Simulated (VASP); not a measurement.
# LaSi2Ir2 (P4/nmm) in VASP: single point with LDA

Aim: the single point of LaSi2Ir2 with LDA.

Program: VASP 6.6.1. These are calculated values, not measurements. Logs are shortened: lines on timing, memory, paths and dates and some standing lists are left out, and cuts for length are marked.

### 1 The cell of the first run

The structure is tetragonal, space group P4/nmm (No. 129). The conventional cell has a = 4.205 Å, b = 4.205 Å, c = 9.969 Å, α = 90.00°, β = 90.00°, γ = 90.00°. Within 4.3 Å of La (site symmetry 4mm) lie 9 Ir at 3.20 to 3.67 Å and 9 Si at 3.21 to 3.83 Å and 4 La at 4.20 Å. Within 3.3 Å of Si (site symmetry 4mm) lie 5 Ir at 2.46 to 2.47 Å and 4 La at 3.24 Å. Si (site symmetry -4m2) has 4 Ir at 2.44 Å and 4 Si at 2.97 Å and 4 La at 3.21 Å within 3.3 Å. Ir (site symmetry 4mm) has 5 Si at 2.44 to 2.47 Å and 4 La at 3.20 Å within 3.2 Å. Within 3.4 Å of Ir (site symmetry -4m2) lie 4 Si at 2.46 Å and 4 Ir at 2.97 Å and 4 La at 3.31 Å.

### 2 Single point, LDA

INCAR

```
ALGO = Normal ; EDIFF = 1E-7
ENCUT = 520 ; GGA = CA
ISIF = 2 ; ISMEAR = 0
LASPH = True ; LCHARG = False
LREAL = False ; LWAVE = False
NBANDS = 48 ; NELM = 80
PREC = Accurate ; SIGMA = 0.1
```

KPOINTS

```
k-points
0
Gamma
  6 6 3
```

POSCAR

```
LaSi2Ir2
1.0
    4.2049984007      0.0000000000      0.0000000000
    0.0000000000      4.2049984007      0.0000000000
    0.0000000000      0.0000000000      9.9689199859
La Si Ir
2 4 4
Direct
    0.0000000000      0.5000000000      0.2566476247
    0.5000000000      0.0000000000      0.7433523753
    0.5000000000      0.0000000000      0.1274237104
    0.0000000000      0.5000000000      0.8725762896
    0.5000000000      0.5000000000      0.5000000000
    0.0000000000      0.0000000000      0.5000000000
    0.5000000000      0.0000000000      0.3748628691
    0.0000000000      0.5000000000      0.6251371309
    0.5000000000      0.5000000000      0.0000000000
    0.0000000000      0.0000000000      0.0000000000
```

Potentials or basis: VASP PAW LDA potentials, release 64 (La, Si, Ir).

The run is started by

```
> cat potpaw_LDA.64/La/POTCAR potpaw_LDA.64/Si/POTCAR potpaw_LDA.64/Ir/POTCAR > POTCAR
> mpirun -np 1 vasp_std > vasp.out
```

OUTCAR:

```text
EDIFF = 1E-7
   ENCUT = 520
   GGA = CA
   ISIF = 2
   ISMEAR = 0
   LASPH = True
   LREAL = False
   NELM = 80
   PREC = Accurate

 ion  position               nearest neighbor table
   1  0.000  0.500  0.257-   7 3.20   7 3.20   7 3.20   7 3.20   6 3.21   5 3.21   5 3.21   6 3.21
                             3 3.24   3 3.24   3 3.24   3 3.24  10 3.31   9 3.31  10 3.31   9 3.31
   2  0.500  0.000  0.743-   8 3.20   8 3.20   8 3.20   8 3.20   6 3.21   6 3.21   5 3.21   5 3.21
                             4 3.24   4 3.24   4 3.24   4 3.24   9 3.31  10 3.31  10 3.31   9 3.31
   3  0.500  0.000  0.127-   9 2.46  10 2.46   9 2.46  10 2.46   7 2.47   1 3.24   1 3.24   1 3.24
                             1 3.24
   4  0.000  0.500  0.873-   9 2.46  10 2.46  10 2.46   9 2.46   8 2.47   2 3.24   2 3.24   2 3.24
                             2 3.24
   5  0.500  0.500  0.500-   7 2.44   8 2.44   7 2.44   8 2.44   6 2.97   6 2.97   6 2.97   6 2.97
                             1 3.21   2 3.21   2 3.21   1 3.21
   6  0.000  0.000  0.500-   7 2.44   8 2.44   8 2.44   7 2.44   5 2.97   5 2.97   5 2.97   5 2.97
                             2 3.21   1 3.21   2 3.21   1 3.21
   7  0.500  0.000  0.375-   5 2.44   6 2.44   5 2.44   6 2.44   3 2.47   1 3.20   1 3.20   1 3.20
                             1 3.20
   8  0.000  0.500  0.625-   5 2.44   6 2.44   6 2.44   5 2.44   4 2.47   2 3.20   2 3.20   2 3.20
                             2 3.20
   9  0.500  0.500  0.000-   3 2.46   4 2.46   3 2.46   4 2.46  10 2.97  10 2.97  10 2.97  10 2.97
                             1 3.31   2 3.31   2 3.31   1 3.31
  10  0.000  0.000  0.000-   3 2.46   4 2.46   4 2.46   3 2.46   9 2.97   9 2.97   9 2.97   9 2.97
                             2 3.31   1 3.31   2 3.31   1 3.31

  LATTYP: Found a simple tetragonal cell.
 ALAT       =     4.2049984007
 C/A-ratio  =     2.3707309815

  Lattice vectors:

 A1 = (   4.2049984007,   0.0000000000,   0.0000000000)
 A2 = (   0.0000000000,   4.2049984007,   0.0000000000)
 A3 = (   0.0000000000,   0.0000000000,   9.9689199859)

Analysis of symmetry for initial positions (statically):
=====================================================================
 Subroutine PRICEL returns:
 Original cell was already a primitive cell.

 Routine SETGRP: Setting up the symmetry group for a
 simple tetragonal supercell.

 Subroutine GETGRP returns: Found 16 space group operations
 (whereof  8 operations were pure point group operations)
 out of a pool of 16 trial point group operations.

The static configuration has the point symmetry D_2d.
 The point group associated with its full space group is D_4h.

Analysis of symmetry for dynamics (positions and initial velocities):
=====================================================================
 Subroutine PRICEL returns:
 Original cell was already a primitive cell.

 Routine SETGRP: Setting up the symmetry group for a
 simple tetragonal supercell.

 Subroutine GETGRP returns: Found 16 space group operations
 (whereof  8 operations were pure point group operations)
 out of a pool of 16 trial point group operations.

The dynamic configuration has the point symmetry D_2d.
 The point group associated with its full space group is D_4h.

 Subroutine INISYM returns: Found 16 space group operations
 (whereof  8 operations are pure point group operations),
 and found     1 'primitive' translations

----------------------------------------------------------------------------------------

                                     Primitive cell

  volume of cell :     176.2706

  direct lattice vectors                    reciprocal lattice vectors
     4.204998401  0.000000000  0.000000000     0.237812219  0.000000000  0.000000000
     0.000000000  4.204998401  0.000000000     0.000000000  0.237812219  0.000000000
     0.000000000  0.000000000  9.968919986     0.000000000  0.000000000  0.100311769

  length of vectors
     4.204998401  4.204998401  9.968919986     0.237812219  0.237812219  0.100311769

  position of ions in fractional coordinates (direct lattice)
     0.000000000  0.500000000  0.256647625
     0.500000000  0.000000000  0.743352375
     0.500000000  0.000000000  0.127423710
     0.000000000  0.500000000  0.872576290
     0.500000000  0.500000000  0.500000000
     0.000000000  0.000000000  0.500000000
     0.500000000  0.000000000  0.374862869
     0.000000000  0.500000000  0.625137131
     0.500000000  0.500000000  0.000000000
     0.000000000  0.000000000  0.000000000

  ion indices of the primitive-cell ions
   primitive index   ion index
                 1           1
                 2           2
                 3           3
                 4           4
                 5           5
                 6           6
                 7           7
                 8           8
                 9           9
                10          10

----------------------------------------------------------------------------------------

 KPOINTS: k-points

Automatic generation of k-mesh.
 Grid dimensions read from file:
 generate k-points for:    6    6    3

 Generating k-lattice:

  Cartesian coordinates                     Fractional coordinates (reciprocal lattice)
     0.039635370  0.000000000  0.000000000     0.166666667  0.000000000  0.000000000
     0.000000000  0.039635370  0.000000000     0.000000000  0.166666667  0.000000000
     0.000000000  0.000000000  0.033437256     0.000000000  0.000000000  0.333333333

  Length of vectors
     0.039635370  0.039635370  0.033437256

  Shift w.r.t. Gamma in fractional coordinates (k-lattice)
     0.000000000  0.000000000  0.000000000

 Subroutine IBZKPT returns following result:
 ===========================================

 Found     20 irreducible k-points:

 Following reciprocal coordinates:
            Coordinates               Weight
  0.000000  0.000000  0.000000      1.000000
  0.166667  0.000000  0.000000      4.000000
  0.333333  0.000000  0.000000      4.000000
  0.500000  0.000000  0.000000      2.000000
  0.166667  0.166667  0.000000      4.000000
  0.333333  0.166667  0.000000      8.000000
[... 12 lines left out ...]
  0.500000  0.333333  0.333333      8.000000
  0.500000  0.500000  0.333333      2.000000
   k-points           NKPTS =     20   k-points in BZ     NKDIM =     20   number of bands    NBANDS=     48
   number of dos      NEDOS =    301   number of ions     NIONS =     10
   total plane-waves  NPLWV =  81920
   dimension x,y,z NGX =    32 NGY =   32 NGZ =   80
   dimension x,y,z NGXF=    64 NGYF=   64 NGZF=  160
   ions per type =               2   4   4
   NGX,Y,Z   is equivalent  to a cutoff of  12.65, 12.65, 13.34 a.u.
   NGXF,Y,Z  is equivalent  to a cutoff of  25.30, 25.30, 26.68 a.u.
 SYSTEM =  unknown system
   PREC   = accura    normal or accurate (medium, high low for compatibility)
   ISTART =      0    job   : 0-new  1-cont  2-samecut
   ICHARG =      2    charge: 1-file 2-atom 10-const
   ISPIN  =      1    spin polarized calculation?
   LNONCOLLINEAR =      F non collinear calculations
   LSORBIT =      F    spin-orbit coupling
   LASPH  =      T    aspherical Exc in radial PAW
   ENCUT  =  520.0 eV  38.22 Ry    6.18 a.u.   7.82  7.82 18.54*2*pi/ulx,y,z
   NELM   =     80;   NELMIN=  2; NELMDL= -5     # of ELM steps
   EDIFF  = 0.1E-06   stopping-criterion for ELM
   LREAL  =      F    real-space projection
   EDIFFG = 0.1E-05   stopping-criterion for IOM
   NSW    =      0    number of steps for IOM
   IBRION =     -1    ionic relax: 0-MD 1-quasi-New 2-CG
   NFREE  =      0    steps in history (QN), initial steepest desc. (CG)
   ISIF   =      2    stress and relaxation
   ISYM   =      2    0-nonsym 1-usesym 2-fastsym
   POTIM  = 0.5000    time-step for ionic-motion
   TEBEG  =    0.0;   TEEND  =   0.0 temperature during run
   PSTRESS=    0.0 pullay stress
   NELECT =      74.0000    total number of electrons
   NUPDOWN=      -1.0000    fix difference up-down
   EMIN   =  10.00;   EMAX   =-10.00  energy-range for DOS
   EFERMI =   0.00;   METHOD = LEGACY
   ISMEAR =     0;   SIGMA  =   0.10  broadening in eV -4-tet -1-fermi 0-gaus
   EFERMI_NEDOS =   21; number of points for ismear=-14 and -15
   IALGO  =     38    algorithm
   IMIX   =      4    mixing-type and parameters
     AMIX     =   0.40;   BMIX     =  1.00
     AMIX_MAG =   1.60;   BMIX_MAG =  1.00
  volume/ion in A,a.u.               =      17.63       118.95
  Fermi-wavevector in a.u.,A,eV,Ry     =   1.225817  2.316457 20.444471  1.502626
  Thomas-Fermi vector in A             =   2.360840
   LORBIT       =      0    0 simple, 1 ext, 2 COOP (PROOUT), +10 PAW based schemes
   GGA     = CA    functional components
   LHFCALC =     F    Hartree Fock is set to
   AEXX    =    0.0000 exact exchange contribution
   IVDW    =     0    specifies the selected vdW correction
   LEPSILON=     F    determine dielectric tensor
   LRPA    =     F    only Hartree local field effects (RPA)
 non-spin polarized calculation
 Gauss-broadening in eV      SIGMA  =   0.10
  energy-cutoff  :      520.00
  volume of cell :      176.27
 maximum number of plane-waves:      4776
 NGX is ok and might be reduce to    32
   NGX = 15   NGY = 15   NGZ = 37

 number of electron      74.0000002 magnetization

 Free energy of the ion-electron system (eV)
  ---------------------------------------------------
  ext. energy  EPLUGINS =         0.00000000
  ---------------------------------------------------
  free energy    TOTEN  =       -86.90440411 eV

  energy without entropy =      -86.87047379  energy(sigma->0) =      -86.88743895

 E-fermi :   9.3875     XC(G=0): -11.9050

 val. band max:        9.3772096917   @ k =   0.3333   0.3333   0.0000
 cond. band min:       9.4196059461   @ k =   0.3333   0.3333   0.3333
 fundamental gap:      0.0423962544
 Fermi energy:         9.3874957668

 k-point     1 :       0.0000    0.0000    0.0000
  band No.  band energies     occupation
      1     -22.4435      2.00000
      2     -22.4402      2.00000
      3      -6.6892      2.00000
      4      -6.4881      2.00000
      5      -6.2005      2.00000
      6      -6.2005      2.00000
[... 40 lines left out ...]
     47      12.0348      0.00000
     48      12.0689      0.00000
[... 967 lines left out ...]
     47      12.0588      0.00000
     48      12.0668      0.00000

------------------------ aborting loop because EDIFF is reached ----------------------------------------

  FORCE on cell =-STRESS in cart. coord.  units (eV):
  Direction    XX          YY          ZZ          XY          YZ          ZX
  --------------------------------------------------------------------------------------
  -------------------------------------------------------------------------------------
  Total       -6.3950008     -6.3950008     -6.4599371      0.0000000      0.0000000      0.0000000
  in kB      -58.1261297    -58.1261297    -58.7163556      0.0000000      0.0000000      0.0000000
  external PRESSURE =     -58.3228717 kB  Pullay stress =       0.0000000 kB

 VOLUME and BASIS-vectors are now :
 -----------------------------------------------------------------------------
  energy-cutoff  :      520.00
  volume of cell :      176.27
      direct lattice vectors                 reciprocal lattice vectors
     4.204998401  0.000000000  0.000000000     0.237812219  0.000000000  0.000000000
     0.000000000  4.204998401  0.000000000     0.000000000  0.237812219  0.000000000
     0.000000000  0.000000000  9.968919986     0.000000000  0.000000000  0.100311769

 POSITION                                       TOTAL-FORCE (eV/Angst)
 -----------------------------------------------------------------------------------
      0.00000      2.10250      2.55850         0.000000     -0.000000     -0.008096
      2.10250      0.00000      7.41042         0.000000     -0.000000      0.008096
      2.10250      0.00000      1.27028         0.000000     -0.000000      0.039758
      0.00000      2.10250      8.69864         0.000000     -0.000000     -0.039758
      2.10250      2.10250      4.98446         0.000000     -0.000000      0.000000
      0.00000      0.00000      4.98446         0.000000      0.000000      0.000000
      2.10250      0.00000      3.73698        -0.000000     -0.000000     -0.050249
      0.00000      2.10250      6.23194         0.000000      0.000000      0.050249
      2.10250      2.10250      0.00000         0.000000      0.000000      0.000000
      0.00000      0.00000      0.00000         0.000000     -0.000000      0.000000
 -----------------------------------------------------------------------------------
    total drift:                                0.000000     -0.000000     -0.000000

  FREE ENERGIE OF THE ION-ELECTRON SYSTEM (eV)
  ---------------------------------------------------
  free  energy   TOTEN  =       -86.9044041124 eV

  energy  without entropy=      -86.8704737887  energy(sigma->0) =      -86.88743895
```

It took 4 min on 1 thread of Intel Xeon Platinum 8259CL at 2.50GHz (Skylake/Cascade Lake), shared host; peak memory 0.31 GiB.

Results:

| Quantity | Value |
| --- | --- |
| Free energy | -86.9044 eV |
| Pressure | -5.8 GPa |
| Largest force | 0.050 eV/Å |
| Band gap on the k mesh | zero (bands 37 and 38 overlap by 1.66 eV) |

Forces on the atoms (eV/Å):
```
La   0.000  0.000 -0.008
La   0.000  0.000  0.008
Si   0.000  0.000  0.040
Si   0.000  0.000 -0.040
Si   0.000  0.000  0.000
Si   0.000  0.000  0.000
Ir   0.000  0.000 -0.050
Ir   0.000  0.000  0.050
Ir   0.000  0.000  0.000
Ir   0.000  0.000  0.000
```

Caveat: the cell stands under tension; spin-orbit coupling is left out, which moves the levels of the heavy elements.
